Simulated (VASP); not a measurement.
Here is a VASP 6.6.1 calculation.

POSCAR

```
Ir
1.0
    0.0000000000      3.1616717743      3.1616717743
    3.1616717743      0.0000000000      3.1616717743
    3.1616717743      3.1616717743      0.0000000000
Ir
2
Direct
    0.5000000000      0.5000000000      0.5000000000
    0.7500000000      0.7500000000      0.7500000000
```

The input INCAR.step1:

```
SYSTEM = Ir
PREC     = Accurate       ! precision mode
ENCUT    = 600            ! plane-wave cutoff, eV
ISMEAR   = 0              ! smearing method
SIGMA    = 0.1            ! smearing width, eV
LREAL    = .False.        ! projectors in reciprocal space
LASPH    = .True.         ! aspherical terms in the spheres
NELM     = 80             ! most SCF steps
GGA      = PE             ! functional
ALGO     = Normal         ! electronic algorithm
EDIFF    = 1E-4           ! SCF threshold, eV
LWAVE    = .True.         ! write WAVECAR
LCHARG   = .False.        ! write CHGCAR
```

The input INCAR.step2:

```
SYSTEM = Ir
PREC     = Accurate       ! precision mode
ENCUT    = 600            ! plane-wave cutoff, eV
EDIFF    = 1E-6           ! SCF threshold, eV
ISMEAR   = 0              ! smearing method
SIGMA    = 0.1            ! smearing width, eV
LREAL    = .False.        ! projectors in reciprocal space
LASPH    = .True.         ! aspherical terms in the spheres
NELM     = 80             ! most SCF steps
ALGO     = Normal         ! electronic algorithm
ISIF     = 3              ! what is computed and relaxed
LWAVE    = .False.        ! write WAVECAR
LCHARG   = .False.        ! write CHGCAR
METAGGA  = R2SCAN         ! meta-GGA
LMIXTAU  = .True.       
IBRION   = 2              ! ionic algorithm
NSW      = 80             ! ionic steps
EDIFFG   = -0.05          ! ionic threshold
ISTART   = 1
```

File KPOINTS:

```
regular mesh
0
Gamma
  6 6 6
  0 0 0
```

Potentials or basis: VASP PAW PBE potentials, release 64 (Ir).

Run with:

```console
$ cat potpaw_PBE.64/Ir/POTCAR > POTCAR
$ cp INCAR.step1 INCAR
$ mpirun -np 1 vasp_std > vasp.out
$ cp INCAR.step2 INCAR
$ mpirun -np 1 vasp_std > vasp.out
```

**Question.** Estimate the relaxed cell.

**Answer.** a = 3.915 Å, b = 3.915 Å, c = 3.915 Å, α = 60.00°, β = 60.00°, γ = 60.00°.

**Question.** Predict the relaxed volume.

**Answer.** 21.22 Å³/atom.

**Question.** Predict the space group after relaxing (to 0.1 Å).

**Answer.** Fd-3m (No. 227).

**Question.** What does it give for the band gap on the k mesh?

**Answer.** Zero (bands 9 and 10 overlap by 1.41 eV).

Final structure:
```
Ir
1.0
     0.00000    2.76834    2.76834
     2.76834    0.00000    2.76834
     2.76834    2.76834    0.00000
Ir
2
Direct
  0.50000 0.50000 0.50000
  0.75000 0.75000 0.75000
```

Caveat: the volume moved by over 15 % at a fixed basis, so the end points are rough; the PAW data sets were made with another functional, which shifts forces and pressure a little; spin-orbit coupling is left out, which moves the levels of the heavy elements.
